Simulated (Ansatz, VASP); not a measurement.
# CaO in VASP and in Ansatz

POSCAR

```
CaO
1.0
    0.0000000000      2.2530800000      2.4490000000
    2.2530800000      0.0000000000      2.4490000000
    2.2530800000      2.2530800000      0.0000000000
Ca O
1 1
Direct
    0.0000000000      0.0000000000      0.0000000000
    0.5000000000      0.5000000000      0.5000000000
```

File INCAR.step1:

```
SYSTEM = CaO
ALGO = Normal ; EDIFF = 1E-4
ENCUT = 520 ; GGA = PE
ISMEAR = 0 ; LASPH = .True.
LCHARG = .False. ; LREAL = .False.
LWAVE = .True. ; NBANDS = 15
NELM = 100 ; PREC = Accurate
SIGMA = 0.05
```

INCAR.step2

```
SYSTEM = CaO
ALGO = Normal ; EDIFF = 1E-6
ENCUT = 520 ; ISIF = 2
ISMEAR = 0 ; ISTART = 1
LASPH = .True. ; LCHARG = .False.
LMIXTAU = .True. ; LREAL = .False.
LWAVE = .False. ; METAGGA = R2SCAN
NBANDS = 15 ; NELM = 100
PREC = Accurate ; SIGMA = 0.05
```

File KPOINTS:

```
k-points
0
Gamma
  8 8 8
  0 0 0
```

Input for Ansatz:

```yaml
crystal:
  lattice:
    - [0.0, 2.25308, 2.449]
    - [2.25308, 0.0, 2.449]
    - [2.25308, 2.25308, 0.0]
  atoms:
    - { symbol: Ca, position: [0.0, 0.0, 0.0] }
    - { symbol: O, position: [0.5, 0.5, 0.5] }
basis:
  ecutwfc: 500
kpoints:
  mp_grid: { grid: [8, 8, 8] }
hamiltonian:
  xc: r2scan
scf:
  occupations: { method: gaussian, width: 0.05 }
output:
  forces: true
  stress: true
  eigenvalues: true
```

Change from the starting cell: strain -0.080 along x and y, +0.000 along z, atoms carried along.

Alike in both runs: task single point; functional r2SCAN; k mesh 8 × 8 × 8; occupations gaussian, width 0.05 eV; no spin polarisation.

```csv
,VASP,Ansatz
version,VASP 6.6.1,Ansatz 0.2.0
potentials or method,"VASP PAW PBE potentials, release 64 (Ca_sv, O), cutoff 520 eV","scalar-relativistic, plane waves, PAW"
valence electrons in the cell,16,16
```

VASP gave:

| Item | Value |
| --- | --- |
| gap on the k mesh at the Fermi level (eV) | 3.97 |
| least direct gap on the mesh (eV) | 4.32 |
| pressure (GPa) | 19.1 |
| traceless stress, the component that is largest in VASP (GPa) | -15.49 |

Question: What did Ansatz give for the same quantities?

Answer: gap on the k mesh at the Fermi level (eV): 3.99; least direct gap on the mesh (eV): 4.35; pressure (GPa): 17.4; traceless stress, the component that is largest in VASP (GPa): -14.63.

VASP's potentials were made for PBE, not for r2SCAN.
